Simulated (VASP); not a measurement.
# Te2Mo (C2/m) in VASP: a series of runs

The runs below take Te2Mo through single point, with r2SCAN.

Program: VASP 6.6.1. These are calculated values, not measurements. Logs are shortened: lines on timing, memory, paths and dates and some standing lists are left out, and cuts for length are marked.

### Step 1. The cell of the first run

The structure is monoclinic, space group C2/m (No. 12). The conventional cell has a = 6.172 Å, b = 3.564 Å, c = 14.807 Å, α = 90.00°, β = 95.98°, γ = 90.00°. Te (site symmetry m) has 3 Mo at 2.73 Å and 7 Te at 3.56 to 3.58 Å within 3.6 Å. Te (site symmetry m) has 3 Mo at 2.73 Å and 7 Te at 3.56 to 3.58 Å within 3.6 Å. Within 3.6 Å of Mo (site symmetry m) lie 6 Te at 2.73 Å and 6 Mo at 3.56 Å.

### Step 2. Single point, r2SCAN (the part above a cut slid along it)

Contents of POSCAR:

```
Te2Mo
1.0
   -3.5635452172      0.0000000000      0.0000000000
   -1.7817726086     -3.0861206856      0.0000000000
   -1.3363294564     -0.7715301714     14.7262210532
Te Mo
4 2
Direct
    0.1762123446      0.1762123446      0.6284839550
    0.6345456779      0.6345456779      0.1284839550
    0.1154543221      0.1154543221      0.8715160450
    0.5737876554      0.5737876554      0.3715160450
    0.2708333333      0.2708333333      0.2500000000
    0.4791666667      0.4791666667      0.7500000000
```

Contents of INCAR.step1:

```
SYSTEM = Te2Mo
  PREC = Accurate
  ENCUT = 520
  ISMEAR = 0
  SIGMA = 0.05
  LREAL = .FALSE.
  LASPH = .TRUE.
  NELM = 60
  NBANDS = 35
  GGA = PE
  ALGO = Normal
  EDIFF = 1E-4
  LWAVE = .TRUE.
  LCHARG = .FALSE.
```

Contents of INCAR.step2:

```
SYSTEM = Te2Mo
  PREC = Accurate
  ENCUT = 520
  EDIFF = 1E-6
  ISMEAR = 0
  SIGMA = 0.05
  LREAL = .FALSE.
  LASPH = .TRUE.
  NELM = 60
  ALGO = Normal
  ISIF = 2
  LWAVE = .FALSE.
  LCHARG = .FALSE.
  METAGGA = R2SCAN
  LMIXTAU = .TRUE.
  NBANDS = 35
  ISTART = 1
```

Contents of KPOINTS:

```
Automatic mesh
0
G
  9 9 2
  0 0 0
```

Potentials or basis: VASP PAW PBE potentials, release 64 (Te, Mo_sv).

On the command line:

```sh
cat potpaw_PBE.64/Te/POTCAR potpaw_PBE.64/Mo_sv/POTCAR > POTCAR
cp INCAR.step1 INCAR
mpirun -np 1 vasp_std > vasp.out
cp INCAR.step2 INCAR
mpirun -np 1 vasp_std > vasp.out
```

OUTCAR:

```text
SYSTEM = Te2Mo
   PREC = Accurate
   ENCUT = 520
   EDIFF = 1E-6
   ISMEAR = 0
   LREAL = .FALSE.
   LASPH = .TRUE.
   NELM = 60
   ISIF = 2
   METAGGA = R2SCAN
   ISTART = 1

 ion  position               nearest neighbor table
   1  0.176  0.176  0.628-   6 2.73   6 2.73   6 2.73   3 3.58
   2  0.635  0.635  0.128-   5 2.73   5 2.73   5 2.73   4 3.58
   3  0.115  0.115  0.872-   6 2.73   6 2.73   6 2.73   1 3.58
   4  0.574  0.574  0.372-   5 2.73   5 2.73   5 2.73   2 3.58
   5  0.271  0.271  0.250-   2 2.73   4 2.73   2 2.73   4 2.73   4 2.73   2 2.73
   6  0.479  0.479  0.750-   3 2.73   1 2.73   3 2.73   1 2.73   1 2.73   3 2.73

  LATTYP: Found a base centered monoclinic cell.
 ALAT       =     6.1722413712
 B/A-ratio  =     0.5773502692
 C/A-ratio  =     2.3989411392
 COS(beta)  =    -0.1042126445

  Lattice vectors:

 A1 = (   3.5635452172,   0.0000000000,   0.0000000000)
 A2 = (   1.7817726086,   3.0861206856,   0.0000000000)
 A3 = (  -1.3363294564,  -0.7715301714,  14.7262210532)

Analysis of symmetry for initial positions (statically):
=====================================================================
 Subroutine PRICEL returns:
 Original cell was already a primitive cell.

 Routine SETGRP: Setting up the symmetry group for a
 base centered monoclinic supercell.

 Subroutine GETGRP returns: Found  4 space group operations
 (whereof  2 operations were pure point group operations)
 out of a pool of  4 trial point group operations.

The static configuration has the point symmetry C_1h.
 The point group associated with its full space group is C_2h.

Analysis of symmetry for dynamics (positions and initial velocities):
=====================================================================
 Subroutine PRICEL returns:
 Original cell was already a primitive cell.

 Routine SETGRP: Setting up the symmetry group for a
 base centered monoclinic supercell.

 Subroutine GETGRP returns: Found  4 space group operations
 (whereof  2 operations were pure point group operations)
 out of a pool of  4 trial point group operations.

The dynamic configuration has the point symmetry C_1h.
 The point group associated with its full space group is C_2h.

 Subroutine INISYM returns: Found  4 space group operations
 (whereof  2 operations are pure point group operations),
 and found     1 'primitive' translations

[... 96 lines left out ...]
   ISPIN  =      1    spin polarized calculation?
   LNONCOLLINEAR =      F non collinear calculations
   LSORBIT =      F    spin-orbit coupling
   LASPH  =      T    aspherical Exc in radial PAW
   ENCUT  =  520.0 eV  38.22 Ry    6.18 a.u.   6.63  6.63 27.53*2*pi/ulx,y,z
   NELM   =     60;   NELMIN=  2; NELMDL=  0     # of ELM steps
   EDIFF  = 0.1E-05   stopping-criterion for ELM
   LREAL  =      F    real-space projection
   EDIFFG = 0.1E-04   stopping-criterion for IOM
   NSW    =      0    number of steps for IOM
   IBRION =     -1    ionic relax: 0-MD 1-quasi-New 2-CG
   NFREE  =      0    steps in history (QN), initial steepest desc. (CG)
   ISIF   =      2    stress and relaxation
   ISYM   =      2    0-nonsym 1-usesym 2-fastsym
   POTIM  = 0.5000    time-step for ionic-motion
   TEBEG  =    0.0;   TEEND  =   0.0 temperature during run
   PSTRESS=    0.0 pullay stress
   NELECT =      52.0000    total number of electrons
   NUPDOWN=      -1.0000    fix difference up-down
   EMIN   =  10.00;   EMAX   =-10.00  energy-range for DOS
   EFERMI =   0.00;   METHOD = LEGACY
   ISMEAR =     0;   SIGMA  =   0.05  broadening in eV -4-tet -1-fermi 0-gaus
   EFERMI_NEDOS =   21; number of points for ismear=-14 and -15
   IALGO  =     38    algorithm
   IMIX   =      4    mixing-type and parameters
     AMIX     =   0.40;   BMIX     =  1.00
     AMIX_MAG =   1.60;   BMIX_MAG =  1.00
  volume/ion in A,a.u.               =      26.99       182.15
  Fermi-wavevector in a.u.,A,eV,Ry     =   1.121021  2.118423 17.098282  1.256688
  Thomas-Fermi vector in A             =   2.257672
   LORBIT       =      0    0 simple, 1 ext, 2 COOP (PROOUT), +10 PAW based schemes
   METAGGA = R2SCAN    functional components
   LHFCALC =     F    Hartree Fock is set to
   AEXX    =    0.0000 exact exchange contribution
   IVDW    =     0    specifies the selected vdW correction
   LEPSILON=     F    determine dielectric tensor
   LRPA    =     F    only Hartree local field effects (RPA)
 non-spin polarized calculation
 Gauss-broadening in eV      SIGMA  =   0.05
  energy-cutoff  :      520.00
  volume of cell :      161.95
 maximum number of plane-waves:      4424
   NGX = 13   NGY = 13   NGZ = 55

 number of electron      52.0000000 magnetization

 Free energy of the ion-electron system (eV)
  ---------------------------------------------------
  ext. energy  EPLUGINS =         0.00000000
  ---------------------------------------------------
  free energy    TOTEN  =      -155.63997335 eV

  energy without entropy =     -155.63997335  energy(sigma->0) =     -155.63997335

 E-fermi :   7.3511     XC(G=0): -10.5209

 val. band max:        6.9824900563   @ k =   0.0000   0.0000   0.0000
 cond. band min:       8.0184929513   @ k =  -0.3333   0.3333   0.0000
 fundamental gap:      1.0360028950
 Fermi energy:         7.3511337236

 k-point     1 :       0.0000    0.0000    0.0000
  band No.  band energies     occupation
      1     -55.7287      2.00000
      2     -55.7287      2.00000
      3     -29.1480      2.00000
      4     -29.1480      2.00000
      5     -29.0596      2.00000
      6     -29.0596      2.00000
[... 901 lines left out ...]
     34      10.9094      0.00000
     35      11.3217      0.00000

 [... further k-points ...]
[... 5 lines left out ...]
  --------------------------------------------------------------------------------------
  -------------------------------------------------------------------------------------
  Total        0.1392322      0.1983357      0.4041546     -0.0511851     -0.0065879     -0.0114105
  in kB        1.3774120      1.9621170      3.9982654     -0.5063693     -0.0651731     -0.1128831
  external PRESSURE =       2.4459315 kB  Pullay stress =       0.0000000 kB

 VOLUME and BASIS-vectors are now :
 -----------------------------------------------------------------------------
  energy-cutoff  :      520.00
  volume of cell :      161.95
      direct lattice vectors                 reciprocal lattice vectors
    -3.563545217  0.000000000  0.000000000    -0.280619422  0.162015699 -0.016976521
    -1.781772609 -3.086120686  0.000000000     0.000000000 -0.324031398 -0.016976521
    -1.336329456 -0.771530171 14.726221053     0.000000000  0.000000000  0.067906084

 POSITION                                       TOTAL-FORCE (eV/Angst)
 -----------------------------------------------------------------------------------
     -1.78177     -1.02871      9.25519         0.001718      0.000992     -0.033357
     -3.56355     -2.05741      1.89208        -0.004649     -0.002684      0.028658
     -1.78177     -1.02871     12.83414         0.004649      0.002684     -0.028658
     -3.56355     -2.05741      5.47103        -0.001718     -0.000992      0.033357
     -1.78177     -1.02871      3.68156         0.003010      0.001738     -0.008098
     -3.56355     -2.05741     11.04467        -0.003010     -0.001738      0.008098
 -----------------------------------------------------------------------------------
    total drift:                               -0.000000     -0.000000      0.000000

  FREE ENERGIE OF THE ION-ELECTRON SYSTEM (eV)
  ---------------------------------------------------
  free  energy   TOTEN  =      -155.6399733484 eV

  energy  without entropy=     -155.6399733484  energy(sigma->0) =     -155.63997335
```

OUTCAR.step1:

```text
SYSTEM = Te2Mo
   PREC = Accurate
   ENCUT = 520
   ISMEAR = 0
   LREAL = .FALSE.
   LASPH = .TRUE.
[... 1153 lines left out ...]
     -3.56355     -2.05741      5.47103        -0.001453     -0.000839      0.230302
     -1.78177     -1.02871      3.68156         0.002088      0.001206     -0.008722
     -3.56355     -2.05741     11.04467        -0.002088     -0.001206      0.008722
 -----------------------------------------------------------------------------------
    total drift:                               -0.000000     -0.000000      0.000000

  FREE ENERGIE OF THE ION-ELECTRON SYSTEM (eV)
  ---------------------------------------------------
  free  energy   TOTEN  =       -36.0388069793 eV

  energy  without entropy=      -36.0388069793  energy(sigma->0) =      -36.03880698
```

OSZICAR.step1:

```text
N       E                     dE             d eps       ncg     rms          rms(c)
DAV:   1     0.391091758548E+03    0.39109E+03   -0.26794E+04  4028   0.132E+03
DAV:   2    -0.150777858873E+02   -0.40617E+03   -0.39251E+03  4279   0.311E+02
DAV:   3    -0.367966592188E+02   -0.21719E+02   -0.21310E+02  4284   0.627E+01
DAV:   4    -0.373251333270E+02   -0.52847E+00   -0.52617E+00  4174   0.971E+00
DAV:   5    -0.373405834819E+02   -0.15450E-01   -0.15445E-01  4506   0.167E+00    0.208E+01
DAV:   6    -0.365992322739E+02    0.74135E+00   -0.62953E+00  3831   0.137E+01    0.886E+00
DAV:   7    -0.364694334811E+02    0.12980E+00   -0.50381E+00  3620   0.112E+01    0.619E+00
DAV:   8    -0.360431353155E+02    0.42630E+00   -0.90807E-01  3640   0.530E+00    0.246E+00
DAV:   9    -0.360456757273E+02   -0.25404E-02   -0.22806E-01  4118   0.216E+00    0.103E+00
DAV:  10    -0.360383663424E+02    0.73094E-02   -0.32414E-02  3786   0.105E+00    0.363E-01
DAV:  11    -0.360387866029E+02   -0.42026E-03   -0.19151E-03  3990   0.202E-01    0.172E-01
DAV:  12    -0.360388069793E+02   -0.20376E-04   -0.10563E-04  2383   0.498E-02
   1 F= -.36038807E+02 E0= -.36038807E+02  d E =-.102350E-28
```

It took 8.4 min on 1 thread of Intel Xeon 6975P-C (Granite Rapids), shared host; peak memory 0.47 GiB.

Results:

```yaml
Free_energy: -155.6400 eV
Pressure: 0.2 GPa
Largest_force: 0.033 eV/Å
Band_gap_on_the_k_mesh: 1.04 eV (least direct gap 1.07 eV)
```

Forces in eV/Å, atoms in the order of the input:
```
Te   0.002  0.001 -0.033
Te  -0.005 -0.003  0.029
Te   0.005  0.003 -0.029
Te  -0.002 -0.001  0.033
Mo   0.003  0.002 -0.008
Mo  -0.003 -0.002  0.008
```

Levels at points of the mesh, in eV from the valence-band top:
| k point | band 24 | band 25 | band 26 | band 27 | band 28 | band 29 |
| --- | --- | --- | --- | --- | --- | --- |
| (0.00, 0.00, 0.00) | -0.80 | -0.72 | 0.00 | 3.01 | 3.05 | 3.09 |
| (0.00, 0.00, 0.50) | -1.09 | -0.15 | -0.14 | 3.03 | 3.06 | 3.08 |

Caveat: the cell differs from its parent crystal (the part above a cut slid along it); the PAW data sets were made with another functional, which shifts forces and pressure a little; spin-orbit coupling is left out, which moves the levels of the heavy elements.

[end of part 1 of 2]
